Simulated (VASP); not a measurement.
A run of VASP 6.6.1 is set up as follows.

The input INCAR:

```
SYSTEM = Si62B
  ALGO = Normal
  EDIFF = 1E-6
  ENCUT = 420
  GGA_COMPAT = .FALSE.
  ISIF = 2
  ISMEAR = -1
  ISPIN = 2
  LASPH = .TRUE.
  LCHARG = .FALSE.
  LORBIT = 11
  LREAL = Auto
  LWAVE = .FALSE.
  MAGMOM = 0 0 0 0 0 0 0 0 0 0 0 0 0 0 0 0 0 0 0 0 0 0 0 0 0 0 0 0 0 0 0 0 0 0 0 0 0 0 0 0 0 0 0 0 0 0 0 0 0 0 0 0 0 0 0 0 0 0 0 0 0 0 1
  NBANDS = 166
  NELECT = 249.0
  NELM = 200
  PREC = Accurate
  SIGMA = 0.05
```

KPOINTS

```
k-points
0
G
  1 1 1
  0 0 0
```

File POSCAR:

```
Si62B
1.0
   10.8600000000      0.0000000000      0.0000000000
    0.0000000000     10.8600000000      0.0000000000
    0.0000000000      0.0000000000     10.8600000000
Si B
62 1
Direct
    0.5021213066     -0.0022437423      0.0022707290
    0.6192558617      0.1307441383      0.1244942858
    0.7522437423      0.2478786934      0.0022707290
    0.8749665256      0.3762441285      0.1250334744
    0.8755057142      0.1307441383      0.3807441383
   -0.0097581516     -0.0143267384      0.0097581516
    0.1206133000      0.1194939181      0.1239477145
    0.2481182677      0.2476593688      0.0015818738
    0.3740497269      0.3759502731      0.1239823132
    0.5023406312      0.5018817323      0.0015818738
    0.6305060819      0.6293867000      0.1239477145
    0.7643267384      0.7597581516      0.0097581516
    0.2490356856      0.0002031946      0.2502031946
    0.3725475044      0.1259250895      0.3759250895
    0.4982739181      0.2517260819      0.2529623465
    0.6240749105      0.3774524956      0.3759250895
    0.7497968054      0.5009643144      0.2502031946
    0.8760522855      0.6293867000      0.3694939181
    0.4982739181      0.0029623465      0.5017260819
    0.6240749105      0.1259250895      0.6274524956
    0.7470376535      0.2517260819      0.5017260819
    0.8760176868      0.3759502731      0.6259502731
    0.7497968054      0.0002031946      0.7509643144
    0.8760522855      0.1194939181      0.8793867000
    0.0010088826      0.4994470840     -0.0010088826
    0.1238111845      0.6261888155      0.1235830912
    0.2505529160      0.7489911174     -0.0010088826
    0.3737558715      0.8750334744      0.1250334744
   -0.0022707290      0.2478786934      0.2477562577
    0.1232882752      0.3745320706      0.3755090592
    0.2490232902      0.5009767098      0.2498055968
    0.3754679294      0.6267117248      0.3755090592
    0.5021213066      0.7522707290      0.2477562577
    0.6192558617      0.8744942858      0.3807441383
   -0.0022707290     -0.0022437423      0.4978786934
    0.1232882752      0.1255090592      0.6245320706
    0.2483322806      0.2507605378      0.5007605378
    0.3746621020      0.3753378980      0.6253378980
    0.4992394622      0.5016677194      0.5007605378
    0.6244909408      0.6267117248      0.6245320706
    0.7522437423      0.7522707290      0.4978786934
    0.8749665256      0.8750334744      0.6262441285
    0.2490232902     -0.0001944032      0.7509767098
    0.3754679294      0.1255090592      0.8767117248
    0.4992394622      0.2507605378      0.7516677194
    0.6244909408      0.3745320706      0.8767117248
    0.7501944032      0.5009767098      0.7509767098
    0.8764169088      0.6261888155      0.8761888155
   -0.0097581516      0.7597581516      0.2356732616
    0.1206133000      0.8739477145      0.3694939181
   -0.0015818738      0.5018817323      0.4976593688
    0.1252747234      0.6247252766      0.6234251739
    0.2481182677      0.7515818738      0.4976593688
    0.3740497269      0.8739823132      0.6259502731
   -0.0015818738      0.2476593688      0.7518817323
    0.1252747234      0.3734251739      0.8747252766
    0.2500404750      0.4999595250      0.7499595250
    0.3765748261      0.6247252766      0.8747252766
    0.5023406312      0.7515818738      0.7518817323
    0.6305060819      0.8739477145      0.8793867000
    0.0010088826      0.7489911174      0.7494470840
    0.1238111845      0.8735830912      0.8761888155
    0.9041846390     -0.1541846390      0.0958153610
```

Potentials or basis: VASP PAW LDA potentials, release 64 (Si, B).

The run is started by

```bash
$ cat potpaw_LDA.64/Si/POTCAR potpaw_LDA.64/B/POTCAR > POTCAR
$ mpirun -np 1 vasp_gam > vasp.out
```

Question: What does it give for the net moment?

Answer: 0.00 μB per cell.

Question: Predict the largest force.

Answer: 0.025 eV/Å.

Forces on the atoms (eV/Å):
```
Si   0.002  0.007  0.001
Si  -0.006  0.006 -0.024
Si  -0.007 -0.002  0.001
Si   0.001 -0.001 -0.001
Si   0.024  0.006  0.006
Si   0.010  0.008 -0.010
Si   0.001  0.004 -0.003
Si  -0.008  0.000 -0.002
Si  -0.001  0.001 -0.007
Si   0.000  0.008 -0.002
Si  -0.004 -0.001 -0.003
Si  -0.008 -0.010 -0.010
Si  -0.005  0.001  0.001
Si   0.004 -0.002 -0.002
Si   0.004 -0.004 -0.001
Si   0.002 -0.004 -0.002
Si  -0.001  0.005  0.001
Si   0.003 -0.001  0.004
Si   0.004 -0.001 -0.004
Si   0.002 -0.002 -0.004
Si   0.001 -0.004 -0.004
Si   0.007  0.001  0.001
Si  -0.001  0.001  0.005
Si   0.003  0.004 -0.001
Si  -0.002 -0.004  0.002
Si   0.001 -0.001 -0.010
Si   0.004  0.002  0.002
Si   0.001 -0.001 -0.001
Si  -0.001 -0.002  0.007
Si   0.002  0.002  0.002
Si  -0.005  0.005  0.001
Si  -0.002 -0.002  0.002
Si   0.002  0.001  0.007
Si  -0.006 -0.024  0.006
Si  -0.001  0.007 -0.002
Si   0.002  0.002  0.002
Si  -0.002 -0.002 -0.002
Si  -0.005  0.005  0.005
Si   0.002  0.002 -0.002
Si  -0.002 -0.002  0.002
Si  -0.007  0.001 -0.002
Si   0.001 -0.001 -0.001
Si  -0.005  0.001  0.005
Si  -0.002  0.002 -0.002
Si   0.002 -0.002  0.002
Si  -0.002  0.002 -0.002
Si  -0.001  0.005  0.005
Si   0.010 -0.001 -0.001
Si   0.010 -0.010  0.008
Si   0.001 -0.003  0.004
Si   0.002  0.008  0.000
Si   0.003 -0.003  0.006
Si  -0.008 -0.002  0.000
Si  -0.001 -0.007  0.001
Si   0.002  0.000  0.008
Si   0.003  0.006 -0.003
Si  -0.002  0.002  0.002
Si  -0.006 -0.003 -0.003
Si   0.000 -0.002  0.008
Si  -0.004 -0.003 -0.001
Si  -0.002  0.002 -0.004
Si   0.001 -0.010 -0.001
B   -0.013  0.013  0.013
```

Caveat: the k points lie up to 0.58 Å⁻¹ apart; the cell carries a net charge on a neutralising background, which shifts energy and pressure.
